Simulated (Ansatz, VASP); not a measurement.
**TaO in VASP and in Ansatz**

```xyz
8
Lattice="4.8722 0.0000 0.0000 0.0000 4.3871 0.0000 0.0000 0.0000 4.1428" Properties=species:S:1:pos:R:3 pbc="T T T"
Ta    1.2424    0.0421    1.0357
Ta    3.6298    4.3449    3.1071
Ta    1.2424    2.1514    3.1071
Ta    3.6298    2.2356    1.0357
O     4.1867    0.2755    1.0357
O     0.6855    4.1115    3.1071
O     4.1867    1.9180    3.1071
O     0.6855    2.4690    1.0357
```

Alike in both runs: task single point; functional PBE; k mesh 4 × 4 × 4; occupations gaussian, width 0.1 eV; no spin polarisation.

|  | VASP | Ansatz |
| --- | --- | --- |
| version | VASP 6.6.1 | Ansatz 0.2.0 |
| potentials or method | VASP PAW PBE potentials, release 64 (Ta_pv, O), cutoff 520 eV | scalar-relativistic, plane waves, PAW |
| valence electrons in the cell | 68 | 76 |

```csv
,VASP,Ansatz,Ansatz less VASP
gap on the k mesh at the Fermi level (eV),none,none,-
rms of the force components (eV/Å),2.504,2.434,-0.0699
```

Atom by atom the forces differ by 0.072 eV/Å (rms over components). A gap of «none» marks a metal or a gap that the smearing closes. VASP's potentials hold 68 valence electrons a cell and Ansatz's 76, so a difference there can come from the potentials and not from the codes.

The k mesh is coarse, so the values compare programs but aren't converged. Spin-orbit coupling is off throughout.
